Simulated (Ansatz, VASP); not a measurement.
LiF: VASP beside Ansatz

```xyz
8
Lattice="1.4178 2.7474 0.0000 4.2535 -2.7474 0.0000 -1.4178 0.0000 -4.8628" Properties=species:S:1:pos:R:3 pbc="T T T"
Li    4.2535    0.0000   -3.0766
Li    1.4178    0.0000   -3.0766
Li    3.5446   -1.3737   -0.6452
Li    2.1267    1.3737   -0.6452
F     2.8357    0.0000   -1.7862
F     0.0000    0.0000   -1.7862
F     3.5446   -1.3737   -4.2176
F     2.1267    1.3737   -4.2176
```

Alike in both runs: task single point; functional PBE; k mesh 4 × 4 × 4; occupations gaussian, width 0.1 eV; no spin polarisation.

|  | VASP | Ansatz |
| --- | --- | --- |
| version | VASP 6.6.1 | Ansatz 0.2.0 |
| potentials or method | VASP PAW PBE potentials, release 64 (Li_sv, F), cutoff 520 eV | scalar-relativistic, plane waves, PAW |
| valence electrons in the cell | 40 | 40 |

```csv
,VASP,Ansatz,Ansatz less VASP
gap on the k mesh at the Fermi level (eV),7.79,7.80,+0.009
least direct gap on the mesh (eV),7.79,7.80,+0.009
```

The functional is the same, so the differences come from potentials, cutoffs and numerics.

The k mesh is coarse, so the values compare programs but aren't converged. Noted on VASP's run: the cutoff is short for stress, so the pressure is rough.
